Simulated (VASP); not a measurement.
Wanted: the native input for a VASP 6.6.1 run.

```yaml
Task: single point
Functional: PBE
Potentials_or_basis: VASP PAW PBE potentials, release 64 (Ba_sv, S)
Cutoff: 520 eV
k_mesh: 8 × 8 × 8
Occupations: fermi-dirac, width 0.02 eV
Spin: no spin polarisation
Dipole_correction: no
Further_INCAR_settings: ALGO = Normal; EDIFF = 1e-06; NBANDS = 15
```

The structure of BaS lies in POSCAR:

```
BaS
1.0
    0.0000000000      3.2692870207      3.1925847480
    3.2692870207      0.0000000000      3.1925847480
    3.2692870207      3.2692870207      0.0000000000
Ba S
1 1
Direct
    0.0000000000      0.0000000000      0.0000000000
    0.5000000000      0.5000000000      0.5000000000
```

This cell differs from its parent crystal: epitaxial xy strain +1.8%.

One way to write it, as run:

INCAR

```
SYSTEM = BaS
PREC     = Accurate       ! precision mode
ENCUT    = 520            ! plane-wave cutoff, eV
EDIFF    = 1E-6           ! SCF threshold, eV
ISMEAR   = -1             ! smearing method
SIGMA    = 0.02           ! smearing width, eV
LREAL    = .False.        ! projectors in reciprocal space
LASPH    = .True.         ! aspherical terms in the spheres
NELM     = 100            ! most SCF steps
ALGO     = Normal         ! electronic algorithm
ISIF     = 2              ! what is computed and relaxed
LWAVE    = .False.        ! write WAVECAR
LCHARG   = .False.        ! write CHGCAR
GGA      = PE             ! functional
NBANDS   = 15             ! bands
```

KPOINTS

```
regular mesh
0
Gamma
  8 8 8
  0 0 0
```

Potentials or basis: VASP PAW PBE potentials, release 64 (Ba_sv, S).

Launch:

```console
$ cat potpaw_PBE.64/Ba_sv/POTCAR potpaw_PBE.64/S/POTCAR > POTCAR
$ mpirun -np 1 vasp_std > vasp.out
```

Results of the run:

| Item | Value |
| --- | --- |
| Pressure | -0.5 GPa |
| Band gap on the k mesh | 2.12 eV, indirect (least direct gap 2.29 eV) |

Caveat: the cell differs from its parent crystal (epitaxial xy strain +1.8%); spin-orbit coupling is left out, which moves the levels of the heavy elements.

Wall time 61 s on 1 thread of Intel Xeon 6975P-C (shared host), peak memory 0.24 GiB.
